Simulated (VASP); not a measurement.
Runs of VASP 6.6.1 on Pt. The structure is that of space group Fm-3m (No. 225), or close to it. The cells are those of the table. 

```tsv
task	cell	k mesh	cutoff (eV)	smearing	gap on the mesh (eV)	pressure (GPa)	relaxed volume (Å³/atom)
single point	a = 2.788 Å, angles 60.0°, 1 atom	24 × 24 × 24	520	fermi-dirac 0.15 eV	none	0.7	-
relaxation of cell and atoms	relaxed from a = 2.786 Å, angles 60.0°, 1 atom	24 × 24 × 24	600	fermi-dirac 0.15 eV	none	0.0	15.37
relaxation of cell and atoms	relaxed from a = 2.788 Å, angles 60.0°, 1 atom	24 × 24 × 24	600	gaussian 0.1 eV	none	0.0	15.33
single point	a = 2.788 Å, angles 60.0°, 1 atom	8 × 8 × 8	520	gaussian 0.1 eV	none	(a)	-
single point	a = 2.786 Å, angles 60.0°, 1 atom	24 × 24 × 24	520	gaussian 0.1 eV	none	0.7	-
```

Alike in all rows: level r2SCAN; potentials or basis VASP PAW PBE potentials, release 64 (Pt); no spin polarisation.

Task: Estimate the missing entries.

Result: (a) -0.7.

Caveats: the PAW data sets were made with another functional, which shifts forces and pressure a little; spin-orbit coupling is left out, which moves the levels of the heavy elements.

A k mesh can miss the band edges, and the runs leave out spin-orbit coupling on Pt.

A gap of «none» marks levels without a gap at the run's occupations.
